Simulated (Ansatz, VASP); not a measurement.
## Two plane-wave programs on Mg7Se

File INCAR:

```
ALGO = Normal
EDIFF = 1E-6
EDIFFG = -0.08
ENCUT = 600
GGA = PE
IBRION = 2
ISIF = 3
ISMEAR = 0
LASPH = True
LCHARG = False
LREAL = False
LWAVE = False
NELM = 80
NSW = 36
PREC = Accurate
SIGMA = 0.2
```

KPOINTS

```
k-points
0
Gamma
  4 4 4
```

Contents of POSCAR:

```
Mg7Se
1.0
   -3.2700000000      3.2700000000      3.2700000000
    3.2700000000     -3.2700000000      3.2700000000
    3.2700000000      3.2700000000     -3.2700000000
Mg Se
7 1
Direct
    0.0000000000      0.5000000000      0.5000000000
    0.5000000000      0.5000000000      0.5000000000
    0.5000000000      0.0000000000      0.5000000000
    0.0000000000      0.5000000000      0.0000000000
    0.5000000000      0.5000000000      0.0000000000
    0.5000000000      0.0000000000      0.0000000000
    0.0000000000      0.0000000000      0.5000000000
    0.0000000000      0.0000000000      0.0000000000
```

Input for Ansatz:

```yaml
crystal:
  lattice:
    - [-3.27, 3.27, 3.27]
    - [3.27, -3.27, 3.27]
    - [3.27, 3.27, -3.27]
  atoms:
    - { symbol: Mg, position: [0.0, 0.5, 0.5] }
    - { symbol: Mg, position: [0.5, 0.5, 0.5] }
    - { symbol: Mg, position: [0.5, 0.0, 0.5] }
    - { symbol: Mg, position: [0.0, 0.5, 0.0] }
    - { symbol: Mg, position: [0.5, 0.5, 0.0] }
    - { symbol: Mg, position: [0.5, 0.0, 0.0] }
    - { symbol: Mg, position: [0.0, 0.0, 0.5] }
    - { symbol: Se, position: [0.0, 0.0, 0.0] }
basis:
  ecutwfc: 420
kpoints:
  mp_grid: { grid: [4, 4, 4] }
hamiltonian:
  xc: pbe
scf:
  occupations: { method: gaussian, width: 0.2 }
  lower_state_search: "off"
output:
  forces: true
  stress: true
  eigenvalues: true
relax:
  adjacent_minimum: "off"
  f_tol: 0.08
  max_steps: 16
  cell: { stress_tol: 0.8 }
```

Alike in both runs: task relaxation of cell and atoms; functional PBE; k mesh 4 × 4 × 4; occupations gaussian, width 0.2 eV; no spin polarisation.

|  | VASP | Ansatz |
| --- | --- | --- |
| version | VASP 6.6.1 | Ansatz 0.2.0 |
| potentials or method | VASP PAW PBE potentials, release 64 (Mg, Se), cutoff 600 eV | scalar-relativistic, plane waves, PAW |
| valence electrons in the cell | 20 | 86 |

```tsv
	VASP	Ansatz	Ansatz less VASP
gap on the k mesh at the Fermi level, each at its own relaxed structure (eV)	none	none	-
relaxed volume (Å³/atom)	22.23	22.49	+0.255
relaxed cell length with the largest relative difference (Å)	6.136	6.159	+0.0234
```

A gap of «none» marks a metal or a gap that the smearing closes. VASP's potentials hold 20 valence electrons a cell and Ansatz's 86, so a difference there can come from the potentials and not from the codes.

Noted on VASP's run: the volume moved by over 15 % at a fixed basis, so the end points are rough.
